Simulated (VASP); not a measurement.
Crystal: TlMo4F.

```xyz
6
Lattice="3.5799 0.0000 0.0000 0.0000 3.5799 0.0000 0.0000 0.0000 8.6766" Properties=species:S:1:pos:R:3 pbc="T T T"
Tl    1.7900    1.7900    4.3383
Mo    1.7900    0.0000    6.7254
Mo    0.0000    1.7900    1.9512
Mo    1.7900    0.0000    1.9512
Mo    0.0000    1.7900    6.7254
F     0.0000    0.0000    0.0000
```

The cell was generated, and may not be a known phase.

| Quantity | Value |
| --- | --- |
| Program | VASP 6.6.1 |
| Task | relaxation of cell and atoms |
| Functional | PBE |
| Potentials or basis | VASP PAW PBE potentials, release 64 (Tl_d, Mo_sv, F) |
| Cutoff | 600 eV |
| k mesh | 6 × 6 × 2 |
| Occupations | gaussian, width 0.1 eV |
| Spin | no spin polarisation |

At the start: pressure -0.3 GPa; volume 18.53 Å³/atom.

How do energy, volume and symmetry change on relaxing?

Over 9 steps the energy falls by 2.2 meV/atom and the volume is 18.64 Å³/atom (+0.6 %); space group P4/mmm (No. 123, to 0.1 Å) before and after.

The path:
```
step  energy change (eV)  largest force (eV/Å)  pressure (GPa)  volume (Å³)
   1              0.0000                0.0357           -0.26       111.20
   2             -0.0057                0.0549            0.78       110.71
   3             -0.0057                0.0561            0.85       110.68
   4             -0.0096                0.0729            0.30       111.38
   5             -0.0102                0.0829           -0.03       111.84
   6             -0.0103                0.0817            0.01       111.79
   7             -0.0111                0.0685           -0.07       111.86
   8             -0.0125                0.0285           -0.30       112.09
   9             -0.0130                0.0127            0.07       111.82
```

Final structure:
```cif
data_structure
_symmetry_space_group_name_H-M 'P 1'
_symmetry_Int_Tables_number 1
_cell_length_a 3.5596
_cell_length_b 3.5596
_cell_length_c 8.8252
_cell_angle_alpha 90.000
_cell_angle_beta 90.000
_cell_angle_gamma 90.000
_cell_volume 111.82
loop_
_atom_site_label
_atom_site_type_symbol
_atom_site_fract_x
_atom_site_fract_y
_atom_site_fract_z
_atom_site_occupancy
Tl1 Tl 0.50000 0.50000 0.50000 1
Mo1 Mo 0.50000 0.00000 0.77282 1
Mo2 Mo 0.00000 0.50000 0.22718 1
Mo3 Mo 0.50000 0.00000 0.22718 1
Mo4 Mo 0.00000 0.50000 0.77282 1
F1 F 0.00000 0.00000 0.00000 1
```

Caveat: the k points lie up to 0.36 Å⁻¹ apart in the final cell, too coarse for converged energies and pressures of a metal.
